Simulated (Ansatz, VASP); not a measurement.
# LiBPt: VASP beside Ansatz

The input INCAR:

```
ALGO     = Fast           # electronic algorithm
EDIFF    = 1E-7           # SCF threshold, eV
EDIFFG   = -0.01          # ionic threshold
ENCUT    = 600            # plane-wave cutoff, eV
GGA      = PE             # functional
IBRION   = 2              # ionic algorithm
ISIF     = 3              # what is computed and relaxed
ISMEAR   = 0              # smearing method
LASPH    = T              # aspherical terms in the spheres
LCHARG   = F              # write CHGCAR
LREAL    = F              # projectors in reciprocal space
LWAVE    = F              # write WAVECAR
NELM     = 80             # most SCF steps
NSW      = 100            # ionic steps
PREC     = Accurate       # precision mode
SIGMA    = 0.1            # smearing width, eV
```

Contents of KPOINTS:

```
k-points
0
Gamma
  18 18 12
```

POSCAR

```
LiBPt
1.0
    3.4937649370      0.0000000000      0.0000000000
   -1.7468824685      3.0256891903      0.0000000000
    0.0000000000      0.0000000000      4.0244732710
Li B Pt
1 1 1
Direct
    0.0000000000      0.0000000000      0.0000000000
    0.6666666667      0.3333333333      0.5000000000
    0.3333333333      0.6666666667      0.5000000000
```

Input for Ansatz:

```yaml
crystal:
  lattice:
    - [3.493764937, 0.0, 0.0]
    - [-1.7468824685, 3.0256891903, 0.0]
    - [0.0, 0.0, 4.024473271]
  atoms:
    - { symbol: Li, position: [0.0, 0.0, 0.0] }
    - { symbol: B, position: [0.6666666667, 0.3333333333, 0.5] }
    - { symbol: Pt, position: [0.3333333333, 0.6666666667, 0.5] }
basis:
  ecutwfc: 420
kpoints:
  mp_grid: { grid: [18, 18, 12] }
hamiltonian:
  xc: pbe
scf:
  occupations: { method: gaussian, width: 0.1 }
output:
  forces: true
  stress: true
  eigenvalues: true
relax:
  adjacent_minimum: "off"
  f_tol: 0.01
  max_steps: 80
  cell: { stress_tol: 0.05 }
```

Change from the starting cell: species swapped into the TbCuSi type (P-6m2, No. 187).

Alike in both runs: task relaxation of cell and atoms; functional PBE; k mesh 18 × 18 × 12; occupations gaussian, width 0.1 eV; no spin polarisation.

|  | VASP | Ansatz |
| --- | --- | --- |
| version | VASP 6.6.1 | Ansatz 0.2.0 |
| potentials or method | VASP PAW PBE potentials, release 64 (Li_sv, B, Pt), cutoff 600 eV | scalar-relativistic, plane waves, PAW |
| valence electrons in the cell | 16 | 24 |

```tsv
	VASP	Ansatz	Ansatz less VASP
gap on the k mesh at the Fermi level, each at its own relaxed structure (eV)	none	none	-
relaxed volume (Å³/atom)	13.95	13.99	+0.039
relaxed cell length with the largest relative difference (Å)	3.909	3.927	+0.0178
```

A gap of «none» marks a metal or a gap that the smearing closes. VASP's potentials hold 16 valence electrons a cell and Ansatz's 24, so a difference there can come from the potentials and not from the codes.

Neither program's run includes spin-orbit coupling. Noted on VASP's run: the cutoff is short for stress, so the pressure is rough.
